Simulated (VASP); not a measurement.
# Sn (I4_1/amd) in VASP: single point with PBE

Aim: the single point of Sn with PBE.

All numbers are computed with VASP 6.6.1; they aren't measurements. Logs are shortened: lines on timing, memory, paths and dates and some standing lists are left out, and cuts for length are marked.

## Step 1: The cell of the first run

The structure is tetragonal, space group I4_1/amd (No. 141). Conventional cell: a = 5.839 Å, b = 5.839 Å, c = 3.188 Å, α = 90.00°, β = 90.00°, γ = 90.00°. Sn (site symmetry -4m2) has 10 Sn at 3.03 to 3.77 Å within 4.0 Å.

## Step 2: Single point, PBE

INCAR

```
SYSTEM = Sn
PREC = Accurate ; ENCUT = 520
EDIFF = 1E-6 ; ISMEAR = -1
SIGMA = 0.1 ; LREAL = .FALSE.
LASPH = .TRUE. ; NELM = 100
ALGO = Normal ; ISIF = 2
LWAVE = .FALSE. ; LCHARG = .FALSE.
GGA = PE ; NBANDS = 21
```

KPOINTS

```
Automatic mesh
0
G
  12 12 12
  0 0 0
```

POSCAR

```
Sn
1.0
    4.4259279227      0.0000000298      0.0000000829
   -3.2780564857      2.9737490905      0.0000000829
   -0.5739357958     -1.4868747605      4.1289997731
Sn
2
Direct
    0.0000000000      0.0000000000      0.0000000000
    0.7500000000      0.2500000000      0.5000000000
```

Potentials or basis: VASP PAW PBE potentials, release 64 (Sn_d).

Command:

```bash
$ cat potpaw_PBE.64/Sn_d/POTCAR > POTCAR
$ mpirun -np 1 vasp_std > vasp.out
```

OUTCAR:

```text
SYSTEM = Sn
   PREC = Accurate
   ENCUT = 520
   EDIFF = 1E-6
   ISMEAR = -1
   LREAL = .FALSE.
   LASPH = .TRUE.
   NELM = 100
   ISIF = 2
   GGA = PE

 ion  position               nearest neighbor table
   1  0.000  0.000  0.000-   2 3.03   2 3.03   2 3.03   2 3.03
   2  0.750  0.250  0.500-   1 3.03   1 3.03   1 3.03   1 3.03

  LATTYP: Found a body centered tetragonal cell.
 ALAT       =     5.8392875953
 C/A-ratio  =     0.5458884798

  Lattice vectors:

 A1 = (   4.4259279227,   0.0000000298,   0.0000000829)
 A2 = (  -3.2780564857,   2.9737490905,   0.0000000829)
 A3 = (  -0.5739357958,  -1.4868747605,   4.1289997731)

Analysis of symmetry for initial positions (statically):
=====================================================================
 Subroutine PRICEL returns:
 Original cell was already a primitive cell.

 Routine SETGRP: Setting up the symmetry group for a
 body centered tetragonal supercell.

 Subroutine GETGRP returns: Found 16 space group operations
 (whereof  8 operations were pure point group operations)
 out of a pool of 16 trial point group operations.

The static configuration has the point symmetry D_2d.
 The point group associated with its full space group is D_4h.

Analysis of symmetry for dynamics (positions and initial velocities):
=====================================================================
 Subroutine PRICEL returns:
 Original cell was already a primitive cell.

 Routine SETGRP: Setting up the symmetry group for a
 body centered tetragonal supercell.

 Subroutine GETGRP returns: Found 16 space group operations
 (whereof  8 operations were pure point group operations)
 out of a pool of 16 trial point group operations.

The dynamic configuration has the point symmetry D_2d.
 The point group associated with its full space group is D_4h.

 Subroutine INISYM returns: Found 16 space group operations
 (whereof  8 operations are pure point group operations),
 and found     1 'primitive' translations

----------------------------------------------------------------------------------------

                                     Primitive cell

  volume of cell :      54.3442

  direct lattice vectors                    reciprocal lattice vectors
     4.425927923  0.000000030  0.000000083     0.225941317  0.249062166  0.121094717
    -3.278056486  2.973749091  0.000000083    -0.000000005  0.336275841  0.121094717
    -0.573935796 -1.486874760  4.128999773    -0.000000005 -0.000000012  0.242189401

  length of vectors
     4.425927923  4.425927923  4.425927923     0.357414845  0.357414845  0.242189401

  position of ions in fractional coordinates (direct lattice)
     0.000000000  0.000000000  0.000000000
     0.750000000  0.250000000  0.500000000

  ion indices of the primitive-cell ions
   primitive index   ion index
                 1           1
                 2           2

----------------------------------------------------------------------------------------

 KPOINTS: Automatic mesh

Automatic generation of k-mesh.
 Grid dimensions read from file:
 generate k-points for:   12   12   12

 Generating k-lattice:

  Cartesian coordinates                     Fractional coordinates (reciprocal lattice)
     0.018828443  0.020755180  0.010091226     0.083333333 -0.000000000  0.000000000
    -0.000000000  0.028022987  0.010091226     0.000000000  0.083333333 -0.000000000
    -0.000000000 -0.000000001  0.020182450     0.000000000  0.000000000  0.083333333

  Length of vectors
     0.029784570  0.029784570  0.020182450

  Shift w.r.t. Gamma in fractional coordinates (k-lattice)
     0.000000000  0.000000000  0.000000000

 Subroutine IBZKPT returns following result:
 ===========================================

 Found    163 irreducible k-points:

 Following reciprocal coordinates:
            Coordinates               Weight
  0.000000  0.000000  0.000000      1.000000
  0.083333 -0.000000  0.000000      8.000000
  0.166667 -0.000000 -0.000000      8.000000
  0.250000 -0.000000  0.000000      8.000000
  0.333333 -0.000000 -0.000000      8.000000
  0.416667  0.000000  0.000000      8.000000
[... 16 lines left out ...]
  0.500000  0.166667  0.000000     16.000000
 -0.416667  0.166667  0.000000     16.000000
 [... further k-points ...]
   k-points           NKPTS =    163   k-points in BZ     NKDIM =    163   number of bands    NBANDS=     21
   number of dos      NEDOS =    301   number of ions     NIONS =      2
   total plane-waves  NPLWV =  46656
   dimension x,y,z NGX =    36 NGY =   36 NGZ =   36
   dimension x,y,z NGXF=    72 NGYF=   72 NGZF=   72
   ions per type =               2
   NGX,Y,Z   is equivalent  to a cutoff of  13.52, 13.52, 13.52 a.u.
   NGXF,Y,Z  is equivalent  to a cutoff of  27.04, 27.04, 27.04 a.u.
 SYSTEM =  Sn
   PREC   = accura    normal or accurate (medium, high low for compatibility)
   ISTART =      0    job   : 0-new  1-cont  2-samecut
   ICHARG =      2    charge: 1-file 2-atom 10-const
   ISPIN  =      1    spin polarized calculation?
   LNONCOLLINEAR =      F non collinear calculations
   LSORBIT =      F    spin-orbit coupling
   LASPH  =      T    aspherical Exc in radial PAW
   ENCUT  =  520.0 eV  38.22 Ry    6.18 a.u.   8.23  8.23  8.23*2*pi/ulx,y,z
   NELM   =    100;   NELMIN=  2; NELMDL= -5     # of ELM steps
   EDIFF  = 0.1E-05   stopping-criterion for ELM
   LREAL  =      F    real-space projection
   EDIFFG = 0.1E-04   stopping-criterion for IOM
   NSW    =      0    number of steps for IOM
   IBRION =     -1    ionic relax: 0-MD 1-quasi-New 2-CG
   NFREE  =      0    steps in history (QN), initial steepest desc. (CG)
   ISIF   =      2    stress and relaxation
   ISYM   =      2    0-nonsym 1-usesym 2-fastsym
   POTIM  = 0.5000    time-step for ionic-motion
   TEBEG  =    0.0;   TEEND  =   0.0 temperature during run
   PSTRESS=    0.0 pullay stress
   NELECT =      28.0000    total number of electrons
   NUPDOWN=      -1.0000    fix difference up-down
   EMIN   =  10.00;   EMAX   =-10.00  energy-range for DOS
   EFERMI =   0.00;   METHOD = LEGACY
   ISMEAR =    -1;   SIGMA  =   0.10  broadening in eV -4-tet -1-fermi 0-gaus
   EFERMI_NEDOS =   21; number of points for ismear=-14 and -15
   IALGO  =     38    algorithm
   IMIX   =      4    mixing-type and parameters
     AMIX     =   0.40;   BMIX     =  1.00
     AMIX_MAG =   1.60;   BMIX_MAG =  1.00
  volume/ion in A,a.u.               =      27.17       183.37
  Fermi-wavevector in a.u.,A,eV,Ry     =   1.312431  2.480134 23.435681  1.722474
  Thomas-Fermi vector in A             =   2.442823
   LORBIT       =      0    0 simple, 1 ext, 2 COOP (PROOUT), +10 PAW based schemes
   GGA     = PE    functional components
   LHFCALC =     F    Hartree Fock is set to
   AEXX    =    0.0000 exact exchange contribution
   IVDW    =     0    specifies the selected vdW correction
   LEPSILON=     F    determine dielectric tensor
   LRPA    =     F    only Hartree local field effects (RPA)
 non-spin polarized calculation
  energy-cutoff  :      520.00
  volume of cell :       54.34
 maximum number of plane-waves:      1484
 NGX is ok and might be reduce to    36
   NGX = 17   NGY = 17   NGZ = 17

 number of electron      27.9999999 magnetization

 Free energy of the ion-electron system (eV)
  ---------------------------------------------------
  ext. energy  EPLUGINS =         0.00000000
  ---------------------------------------------------
  free energy    TOTEN  =        -7.61036105 eV

  energy without entropy =       -7.57994662  energy(sigma->0) =       -7.59515384

 E-fermi :   7.9624     XC(G=0): -10.2995

 val. band max:        7.9587062269   @ k =   0.4167   0.4167  -0.0000
 cond. band min:       7.9797776218   @ k =  -0.1667  -0.1667   0.0833
 fundamental gap:      0.0210713949
 Fermi energy:         7.9623777062

 k-point     1 :       0.0000    0.0000    0.0000
  band No.  band energies     occupation
      1     -13.6984      2.00000
      2     -13.6120      2.00000
      3     -13.5723      2.00000
      4     -13.5574      2.00000
      5     -13.4115      2.00000
      6     -13.4115      2.00000
[... 13 lines left out ...]
     20      17.8282      0.00000
     21      18.4861      0.00000

 k-point     2 :       0.0833   -0.0000    0.0000
  band No.  band energies     occupation
      1     -13.6941      2.00000
      2     -13.5984      2.00000
      3     -13.5672      2.00000
      4     -13.5415      2.00000
      5     -13.4213      2.00000
      6     -13.4196      2.00000
[... 13 lines left out ...]
     20      17.3187      0.00000
     21      17.4141      0.00000

 k-point     3 :       0.1667   -0.0000   -0.0000
  band No.  band energies     occupation
      1     -13.6812      2.00000
      2     -13.5637      2.00000
      3     -13.5535      2.00000
      4     -13.5055      2.00000
      5     -13.4425      2.00000
      6     -13.4269      2.00000
[... 13 lines left out ...]
     20      16.0487      0.00000
     21      16.4211      0.00000

 k-point     4 :       0.2500   -0.0000    0.0000
  band No.  band energies     occupation
      1     -13.6627      2.00000
      2     -13.5355      2.00000
      3     -13.5284      2.00000
      4     -13.4882      2.00000
      5     -13.4662      2.00000
      6     -13.4257      2.00000
[... 13 lines left out ...]
     20      15.1386      0.00000
     21      16.6280      0.00000

 k-point     5 :       0.3333   -0.0000   -0.0000
  band No.  band energies     occupation
      1     -13.6444      2.00000
      2     -13.5248      2.00000
      3     -13.5152      2.00000
      4     -13.5039      2.00000
      5     -13.4785      2.00000
      6     -13.4421      2.00000
[... 13 lines left out ...]
     20      14.6067      0.00000
     21      17.4488      0.00000

 k-point     6 :       0.4167    0.0000    0.0000
  band No.  band energies     occupation
      1     -13.6299      2.00000
      2     -13.5381      2.00000
      3     -13.5305      2.00000
      4     -13.5002      2.00000
      5     -13.4706      2.00000
      6     -13.4547      2.00000
[... 13 lines left out ...]
     20      16.1576      0.00000
     21      18.4366      0.00000

 k-point     7 :       0.5000   -0.0000    0.0000
  band No.  band energies     occupation
      1     -13.6232      2.00000
      2     -13.5517      2.00000
      3     -13.5348      2.00000
      4     -13.4963      2.00000
      5     -13.4641      2.00000
      6     -13.4595      2.00000
[... 13 lines left out ...]
     20      17.5734      0.00000
     21      17.8268      0.00000
[... 291 lines left out ...]
      1     -13.6451      2.00000
      2     -13.5366      2.00000
      3     -13.5087      2.00000
      4     -13.4939      2.00000
      5     -13.4708      2.00000
      6     -13.4614      2.00000
[... 13 lines left out ...]
     20      15.4298      0.00000
     21      16.4597      0.00000

 k-point    21 :       0.3333    0.1667   -0.0000
  band No.  band energies     occupation
      1     -13.6337      2.00000
      2     -13.5470      2.00000
      3     -13.5190      2.00000
      4     -13.4911      2.00000
      5     -13.4758      2.00000
      6     -13.4471      2.00000
[... 13 lines left out ...]
     20      16.7586      0.00000
     21      17.5442      0.00000

 k-point    22 :       0.4167    0.1667   -0.0000
  band No.  band energies     occupation
      1     -13.6216      2.00000
      2     -13.5524      2.00000
      3     -13.5276      2.00000
      4     -13.4842      2.00000
      5     -13.4730      2.00000
      6     -13.4378      2.00000
[... 13 lines left out ...]
     20      16.6909      0.00000
     21      17.2376      0.00000

 k-point    23 :       0.5000    0.1667    0.0000
  band No.  band energies     occupation
      1     -13.6180      2.00000
      2     -13.5447      2.00000
      3     -13.5266      2.00000
      4     -13.4916      2.00000
      5     -13.4647      2.00000
      6     -13.4383      2.00000
[... 13 lines left out ...]
     20      16.4023      0.00000
     21      17.0898      0.00000

 k-point    24 :      -0.4167    0.1667    0.0000
  band No.  band energies     occupation
      1     -13.6276      2.00000
      2     -13.5422      2.00000
      3     -13.5280      2.00000
      4     -13.5033      2.00000
      5     -13.4607      2.00000
      6     -13.4330      2.00000
[... 13 lines left out ...]
     20      16.0628      0.00000
     21      16.7097      0.00000

 [... further k-points ...]
[... 5 lines left out ...]
  --------------------------------------------------------------------------------------
  -------------------------------------------------------------------------------------
  Total        0.8258622      0.7014522      0.8476444     -0.0564304     -0.0000000     -0.0000000
  in kB       24.3480747     20.6802187     24.9902581     -1.6636814     -0.0000002     -0.0000001
  external PRESSURE =      23.3395171 kB  Pullay stress =       0.0000000 kB

 VOLUME and BASIS-vectors are now :
 -----------------------------------------------------------------------------
  energy-cutoff  :      520.00
  volume of cell :       54.34
      direct lattice vectors                 reciprocal lattice vectors
     4.425927923  0.000000030  0.000000083     0.225941317  0.249062166  0.121094717
    -3.278056486  2.973749091  0.000000083    -0.000000005  0.336275841  0.121094717
    -0.573935796 -1.486874760  4.128999773    -0.000000005 -0.000000012  0.242189401

 POSITION                                       TOTAL-FORCE (eV/Angst)
 -----------------------------------------------------------------------------------
      0.00000      0.00000      0.00000         0.000000      0.000000     -0.000000
      2.21296     -0.00000      2.06450        -0.000000     -0.000000      0.000000
 -----------------------------------------------------------------------------------
    total drift:                                0.000000     -0.000000      0.000000

  FREE ENERGIE OF THE ION-ELECTRON SYSTEM (eV)
  ---------------------------------------------------
  free  energy   TOTEN  =        -7.6103610484 eV

  energy  without entropy=       -7.5799466235  energy(sigma->0) =       -7.59515384
```

Wall time 3.5 min (1 thread of AMD EPYC 7R13, shared host); peak memory 0.27 GiB.

What came out:

```
Free energy            : -7.6104 eV
Pressure               : 2.3 GPa
Band gap on the k mesh : zero (band 14 reaches 9.30 eV, above the bottom of band 15 at 5.15 eV)
```

Caveat: spin-orbit coupling is left out, which moves the levels of the heavy elements.
